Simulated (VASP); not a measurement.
# Si5O (I4/mmm) in VASP: a series of runs

Runs on Si5O. Level: PBE. Tasks: single point.

Program: VASP 6.6.1. These are calculated values, not measurements. Logs are shortened: lines on timing, memory, paths and dates and some standing lists are left out, and cuts for length are marked.

### Step 1. The cell of the first run

It takes space group I4/mmm (No. 139, tetragonal). The conventional cell has a = 5.385 Å, b = 5.385 Å, c = 6.238 Å, α = 90.00°, β = 90.00°, γ = 90.00°. Si (site symmetry 2/m) has 8 Si at 2.46 to 3.12 Å and 2 O at 2.46 Å within 3.2 Å. Within 3.2 Å of Si (site symmetry 4/mmm) lie 8 Si at 2.46 Å and 2 O at 3.12 Å. O (site symmetry 4/mmm) has 10 Si at 2.46 to 3.12 Å within 3.2 Å.

The cell was built from a structure type or drawn by symmetry, and may not be a known phase.

### Step 2. Single point, PBE

Input file INCAR:

```
PREC     = Accurate       # precision mode
ENCUT    = 520            # plane-wave cutoff, eV
EDIFF    = 1E-6           # SCF threshold, eV
ISMEAR   = 0              # smearing method
SIGMA    = 0.1            # smearing width, eV
LREAL    = F              # projectors in reciprocal space
LASPH    = T              # aspherical terms in the spheres
NELM     = 60             # most SCF steps
ALGO     = Normal         # electronic algorithm
ISIF     = 2              # what is computed and relaxed
LWAVE    = F              # write WAVECAR
LCHARG   = F              # write CHGCAR
GGA      = PE             # functional
NBANDS   = 22             # bands
```

Input file KPOINTS:

```
regular mesh
0
Gamma
  10 10 10
```

Input file POSCAR:

```
Si5O
1.0
   -2.6927078349      2.6927078349      3.1188998141
    2.6927078349     -2.6927078349      3.1188998141
    2.6927078349      2.6927078349     -3.1188998141
Si O
5 1
Direct
    0.5000000000      0.5000000000      0.5000000000
    0.0000000000      0.0000000000      0.5000000000
    0.5000000000      0.0000000000      0.0000000000
    0.0000000000      0.5000000000      0.0000000000
    0.0000000000      0.0000000000      0.0000000000
    0.5000000000      0.5000000000      0.0000000000
```

Potentials or basis: VASP PAW PBE potentials, release 64 (Si, O).

Command:

```
$ cat potpaw_PBE.64/Si/POTCAR potpaw_PBE.64/O/POTCAR > POTCAR
$ mpirun -np 1 vasp_std > vasp.out
```

OUTCAR:

```text
PREC = Accurate
   ENCUT = 520
   EDIFF = 1E-6
   ISMEAR = 0
   LREAL = F
   LASPH = T
   NELM = 60
   ISIF = 2
   GGA = PE

 ion  position               nearest neighbor table
   1  0.500  0.500  0.500-   5 2.46   6 2.46   6 2.46   5 2.46   3 2.69   3 2.69   4 2.69   4 2.69
                             2 3.12   2 3.12
   2  0.000  0.000  0.500-   5 2.46   6 2.46   5 2.46   6 2.46   3 2.69   4 2.69   3 2.69   4 2.69
                             1 3.12   1 3.12
   3  0.500  0.000  0.000-   5 2.46   6 2.46   6 2.46   5 2.46   1 2.69   1 2.69   2 2.69   2 2.69
                             4 3.12   4 3.12
   4  0.000  0.500  0.000-   5 2.46   6 2.46   5 2.46   6 2.46   1 2.69   2 2.69   2 2.69   1 2.69
                             3 3.12   3 3.12
   5  0.000  0.000  0.000-   1 2.46   2 2.46   3 2.46   4 2.46   2 2.46   4 2.46   3 2.46   1 2.46

   6  0.500  0.500  0.000-   1 2.46   2 2.46   3 2.46   4 2.46   1 2.46   3 2.46   4 2.46   2 2.46

  LATTYP: Found a body centered tetragonal cell.
 ALAT       =     5.3854156698
 C/A-ratio  =     1.1582763543

  Lattice vectors:

 A1 = (  -2.6927078349,   2.6927078349,   3.1188998141)
 A2 = (   2.6927078349,  -2.6927078349,   3.1188998141)
 A3 = (   2.6927078349,   2.6927078349,  -3.1188998141)

Analysis of symmetry for initial positions (statically):
=====================================================================
 Subroutine PRICEL returns:
 Original cell was already a primitive cell.

 Routine SETGRP: Setting up the symmetry group for a
 body centered tetragonal supercell.

 Subroutine GETGRP returns: Found 16 space group operations
 (whereof 16 operations were pure point group operations)
 out of a pool of 16 trial point group operations.

The static configuration has the point symmetry D_4h.

Analysis of symmetry for dynamics (positions and initial velocities):
=====================================================================
 Subroutine PRICEL returns:
 Original cell was already a primitive cell.

 Routine SETGRP: Setting up the symmetry group for a
 body centered tetragonal supercell.

 Subroutine GETGRP returns: Found 16 space group operations
 (whereof 16 operations were pure point group operations)
 out of a pool of 16 trial point group operations.

The dynamic configuration has the point symmetry D_4h.

 Subroutine INISYM returns: Found 16 space group operations
 (whereof 16 operations are pure point group operations),
 and found     1 'primitive' translations

----------------------------------------------------------------------------------------

                                     Primitive cell

  volume of cell :      90.4565

  direct lattice vectors                    reciprocal lattice vectors
    -2.692707835  2.692707835  3.118899814     0.000000000  0.185686688  0.160312940
     2.692707835 -2.692707835  3.118899814     0.185686688  0.000000000  0.160312940
     2.692707835  2.692707835 -3.118899814     0.185686688  0.185686688  0.000000000

  length of vectors
     4.922284736  4.922284736  4.922284736     0.245315684  0.245315684  0.262600633

  position of ions in fractional coordinates (direct lattice)
     0.500000000  0.500000000  0.500000000
     1.000000000  1.000000000  0.500000000
     0.500000000  0.000000000  0.000000000
     0.000000000  0.500000000  0.000000000
     0.000000000  0.000000000  0.000000000
     0.500000000  0.500000000  0.000000000

  ion indices of the primitive-cell ions
   primitive index   ion index
                 1           1
                 2           2
                 3           3
                 4           4
                 5           5
                 6           6

----------------------------------------------------------------------------------------

 KPOINTS: regular mesh

Automatic generation of k-mesh.
 Grid dimensions read from file:
 generate k-points for:   10   10   10

 Generating k-lattice:

  Cartesian coordinates                     Fractional coordinates (reciprocal lattice)
     0.000000000  0.018568669  0.016031294     0.100000000  0.000000000 -0.000000000
     0.018568669  0.000000000  0.016031294     0.000000000  0.100000000 -0.000000000
     0.018568669  0.018568669  0.000000000     0.000000000  0.000000000  0.100000000

  Length of vectors
     0.024531568  0.024531568  0.026260063

  Shift w.r.t. Gamma in fractional coordinates (k-lattice)
     0.000000000  0.000000000  0.000000000

 Subroutine IBZKPT returns following result:
 ===========================================

 Found    102 irreducible k-points:

 Following reciprocal coordinates:
            Coordinates               Weight
  0.000000  0.000000  0.000000      1.000000
  0.100000 -0.000000  0.000000      8.000000
  0.200000 -0.000000  0.000000      8.000000
  0.300000 -0.000000  0.000000      8.000000
  0.400000 -0.000000  0.000000      8.000000
  0.500000  0.000000 -0.000000      4.000000
[... 16 lines left out ...]
  0.300000  0.300000  0.000000      8.000000
  0.400000  0.300000  0.000000     16.000000
 [... further k-points ...]
   k-points           NKPTS =    102   k-points in BZ     NKDIM =    102   number of bands    NBANDS=     22
   number of dos      NEDOS =    301   number of ions     NIONS =      6
   total plane-waves  NPLWV =  64000
   dimension x,y,z NGX =    40 NGY =   40 NGZ =   40
   dimension x,y,z NGXF=    80 NGYF=   80 NGZF=   80
   ions per type =               5   1
   NGX,Y,Z   is equivalent  to a cutoff of  13.51, 13.51, 13.51 a.u.
   NGXF,Y,Z  is equivalent  to a cutoff of  27.02, 27.02, 27.02 a.u.
 SYSTEM =  unknown system
   PREC   = accura    normal or accurate (medium, high low for compatibility)
   ISTART =      0    job   : 0-new  1-cont  2-samecut
   ICHARG =      2    charge: 1-file 2-atom 10-const
   ISPIN  =      1    spin polarized calculation?
   LNONCOLLINEAR =      F non collinear calculations
   LSORBIT =      F    spin-orbit coupling
   LASPH  =      T    aspherical Exc in radial PAW
   ENCUT  =  520.0 eV  38.22 Ry    6.18 a.u.   9.15  9.15  9.15*2*pi/ulx,y,z
   NELM   =     60;   NELMIN=  2; NELMDL= -5     # of ELM steps
   EDIFF  = 0.1E-05   stopping-criterion for ELM
   LREAL  =      F    real-space projection
   EDIFFG = 0.1E-04   stopping-criterion for IOM
   NSW    =      0    number of steps for IOM
   IBRION =     -1    ionic relax: 0-MD 1-quasi-New 2-CG
   NFREE  =      0    steps in history (QN), initial steepest desc. (CG)
   ISIF   =      2    stress and relaxation
   ISYM   =      2    0-nonsym 1-usesym 2-fastsym
   POTIM  = 0.5000    time-step for ionic-motion
   TEBEG  =    0.0;   TEEND  =   0.0 temperature during run
   PSTRESS=    0.0 pullay stress
   NELECT =      26.0000    total number of electrons
   NUPDOWN=      -1.0000    fix difference up-down
   EMIN   =  10.00;   EMAX   =-10.00  energy-range for DOS
   EFERMI =   0.00;   METHOD = LEGACY
   ISMEAR =     0;   SIGMA  =   0.10  broadening in eV -4-tet -1-fermi 0-gaus
   EFERMI_NEDOS =   21; number of points for ismear=-14 and -15
   IALGO  =     38    algorithm
   IMIX   =      4    mixing-type and parameters
     AMIX     =   0.40;   BMIX     =  1.00
     AMIX_MAG =   1.60;   BMIX_MAG =  1.00
  volume/ion in A,a.u.               =      15.08       101.74
  Fermi-wavevector in a.u.,A,eV,Ry     =   1.080404  2.041667 15.881696  1.167272
  Thomas-Fermi vector in A             =   2.216394
   LORBIT       =      0    0 simple, 1 ext, 2 COOP (PROOUT), +10 PAW based schemes
   GGA     = PE    functional components
   LHFCALC =     F    Hartree Fock is set to
   AEXX    =    0.0000 exact exchange contribution
   IVDW    =     0    specifies the selected vdW correction
   LEPSILON=     F    determine dielectric tensor
   LRPA    =     F    only Hartree local field effects (RPA)
 non-spin polarized calculation
 Gauss-broadening in eV      SIGMA  =   0.10
  energy-cutoff  :      520.00
  volume of cell :       90.46
 maximum number of plane-waves:      2452
 NGX is ok and might be reduce to    40
   NGX = 19   NGY = 19   NGZ = 19

 number of electron      26.0000003 magnetization

 Free energy of the ion-electron system (eV)
  ---------------------------------------------------
  ext. energy  EPLUGINS =         0.00000000
  ---------------------------------------------------
  free energy    TOTEN  =       -29.68626621 eV

  energy without entropy =      -29.67543485  energy(sigma->0) =      -29.68085053

 E-fermi :   8.0544     XC(G=0): -10.5591

 val. band max:        8.0367640499   @ k =   0.2000   0.2000   0.1000
 cond. band min:       8.0648845412   @ k =  -0.3000   0.3000   0.2000
 fundamental gap:      0.0281204913
 Fermi energy:         8.0544351503

 k-point     1 :       0.0000    0.0000    0.0000
  band No.  band energies     occupation
      1     -10.9211      2.00000
      2      -4.5945      2.00000
      3       0.2300      2.00000
      4       1.7883      2.00000
      5       1.7883      2.00000
      6       2.1771      2.00000
[... 14 lines left out ...]
     21      14.2351      0.00000
     22      14.7828      0.00000

 k-point     2 :       0.1000   -0.0000    0.0000
  band No.  band energies     occupation
      1     -10.9111      2.00000
      2      -4.5697      2.00000
      3       0.0401      2.00000
      4       1.4156      2.00000
      5       1.4910      2.00000
      6       2.1676      2.00000
[... 14 lines left out ...]
     21      14.4270      0.00000
     22      14.8412      0.00000

 k-point     3 :       0.2000   -0.0000    0.0000
  band No.  band energies     occupation
      1     -10.8847      2.00000
      2      -4.4970      2.00000
      3      -0.4796      2.00000
      4       1.0106      2.00000
      5       1.3392      2.00000
      6       1.6490      2.00000
[... 14 lines left out ...]
     21      14.2238      0.00000
     22      15.0438      0.00000
[... 476 lines left out ...]
 k-point    23 :       0.3000    0.3000    0.0000
  band No.  band energies     occupation
      1     -10.8032      2.00000
      2      -3.9933      2.00000
      3      -1.5506      2.00000
      4      -1.2588      2.00000
      5       0.5324      2.00000
      6       1.8637      2.00000
[... 14 lines left out ...]
     21      13.0991      0.00000
     22      13.6802      0.00000

 k-point    24 :       0.4000    0.3000    0.0000
  band No.  band energies     occupation
      1     -10.8030      2.00000
      2      -3.8095      2.00000
      3      -1.8903      2.00000
      4      -1.2939      2.00000
      5       0.3502      2.00000
      6       1.9879      2.00000
[... 14 lines left out ...]
     21      12.9871      0.00000
     22      13.1913      0.00000

 [... further k-points ...]
[... 5 lines left out ...]
  --------------------------------------------------------------------------------------
  -------------------------------------------------------------------------------------
  Total       -0.0315673     -0.0315673      0.0041399      0.0000000     -0.0000000      0.0000000
  in kB       -0.5591232     -0.5591232      0.0733259      0.0000000     -0.0000000      0.0000000
  external PRESSURE =      -0.3483069 kB  Pullay stress =       0.0000000 kB

 VOLUME and BASIS-vectors are now :
 -----------------------------------------------------------------------------
  energy-cutoff  :      520.00
  volume of cell :       90.46
      direct lattice vectors                 reciprocal lattice vectors
    -2.692707835  2.692707835  3.118899814     0.000000000  0.185686688  0.160312940
     2.692707835 -2.692707835  3.118899814     0.185686688  0.000000000  0.160312940
     2.692707835  2.692707835 -3.118899814     0.185686688  0.185686688  0.000000000

 POSITION                                       TOTAL-FORCE (eV/Angst)
 -----------------------------------------------------------------------------------
      1.34635      1.34635      1.55945         0.000000     -0.000000      0.000000
      1.34635      1.34635     -1.55945        -0.000000     -0.000000      0.000000
     -1.34635      1.34635      1.55945         0.000000     -0.000000      0.000000
      1.34635     -1.34635      1.55945         0.000000      0.000000      0.000000
      0.00000      0.00000      0.00000         0.000000     -0.000000      0.000000
      0.00000      0.00000      3.11890         0.000000      0.000000     -0.000000
 -----------------------------------------------------------------------------------
    total drift:                               -0.000000     -0.000000      0.000000

  FREE ENERGIE OF THE ION-ELECTRON SYSTEM (eV)
  ---------------------------------------------------
  free  energy   TOTEN  =       -29.6862662129 eV

  energy  without entropy=      -29.6754348479  energy(sigma->0) =      -29.68085053
```

Run time: 4.8 min. Hardware: 1 thread of Intel Xeon 8259CL, shared host; peak memory 0.33 GiB.

What came out:

| Property | Result |
| --- | --- |
| Free energy | -29.6863 eV |
| Pressure | 0.0 GPa |
| Band gap on the k mesh | zero (bands 13 and 14 overlap by 1.32 eV) |

Levels at points of the mesh, in eV from the Fermi level:
| k point | band 10 | band 11 | band 12 | band 13 | band 14 | band 15 | band 16 | band 17 |
| --- | --- | --- | --- | --- | --- | --- | --- | --- |
| (0.00, 0.00, 0.00) | -4.21 | -3.82 | -3.79 | -3.08 | 1.08 | 1.27 | 1.27 | 2.19 |
| (0.50, 0.00, 0.00) | -2.55 | -1.93 | -1.06 | 0.22 | 0.43 | 0.53 | 1.99 | 2.07 |
| (0.50, 0.50, 0.00) | -3.16 | -0.55 | -0.39 | 0.29 | 0.31 | 0.75 | 1.14 | 2.51 |
| (0.50, 0.50, 0.50) | -3.01 | -1.97 | -1.97 | -1.04 | -0.35 | 0.74 | 3.05 | 3.05 |

### Step 3. Single point, PBE, collinear spin, ferromagnetic start

This run uses another cell than the first one, of 10.65 Å³/atom.

Input file INCAR:

```
SYSTEM = Si5O
  PREC = Accurate
  ENCUT = 520
  EDIFF = 1E-6
  ISMEAR = 0
  SIGMA = 0.1
  LREAL = .FALSE.
  LASPH = .TRUE.
  NELM = 150
  ALGO = Normal
  ISIF = 2
  LWAVE = .FALSE.
  LCHARG = .FALSE.
  ISPIN = 2
  MAGMOM = 0 0 0 0 0 1
  LORBIT = 11
  GGA = PE
  NBANDS = 26
```

Input file KPOINTS:

```
regular mesh
0
G
  6 6 6
  0 0 0
```

Changes to POSCAR since step 2:

```diff
@@ -2,5 +2,5 @@
 1.0
-   -2.6927078349      2.6927078349      3.1188998141
-    2.6927078349     -2.6927078349      3.1188998141
-    2.6927078349      2.6927078349     -3.1188998141
+   -2.4694467100      2.4694467100      2.6190988500
+    2.4694467100     -2.4694467100      2.6190988500
+    2.4694467100      2.4694467100     -2.6190988500
 Si O
```

Potentials or basis: VASP PAW PBE potentials, release 64 (Si, O).

Command:

```
$ cat potpaw_PBE.64/Si/POTCAR potpaw_PBE.64/O/POTCAR > POTCAR
$ mpirun -np 1 vasp_std > vasp.out
```

It took 1.8 min on 1 thread of Intel Xeon 8259CL, shared host; peak memory 0.23 GiB.

The run converged. Its results:

```
Free energy                                           : -25.8845 eV
Pressure                                              : 63.1 GPa
Band gap on the k mesh                                : zero (filled and empty bands overlap)
Net moment                                            : 0.00 μB per cell
Valence electrons inside the program's atomic spheres : Si 1.73, 1.90 (each value once); O 5.02
```

Stress tensor (GPa, compression positive):
```
58.37  0.00  0.00
 0.00 58.37  0.00
 0.00  0.00 72.60
```

Levels at points of the mesh, in eV from the Fermi level:
Spin up:
```tsv
k point	band 11	band 12	band 13	band 14	band 15	band 16
(0.00, 0.00, 0.00)	-4.46	-4.01	-2.69	-0.63	1.51	1.51
(0.50, 0.00, 0.00)	-2.44	-1.13	-0.19	0.55	1.16	2.31
(0.50, 0.50, 0.00)	-1.77	-0.75	-0.44	-0.27	1.61	2.92
(0.50, 0.50, 0.50)	-2.38	-2.38	-1.61	1.22	2.17	4.35
```
Spin down:
```csv
k point,band 9,band 10,band 11,band 12,band 13,band 14,band 15,band 16,band 17,band 18
"(0.00, 0.00, 0.00)",-6.10,-5.02,-4.46,-4.01,-2.69,-0.63,1.51,1.51,2.63,5.01
"(0.50, 0.00, 0.00)",-4.56,-2.68,-2.44,-1.13,-0.19,0.55,1.17,2.31,2.37,3.29
"(0.50, 0.50, 0.00)",-4.83,-3.27,-1.77,-0.75,-0.44,-0.27,1.61,2.92,2.99,4.68
"(0.50, 0.50, 0.50)",-4.33,-3.43,-2.38,-2.38,-1.61,1.22,2.17,4.35,4.35,6.84
```

Caveat: the cell stands under pressure.
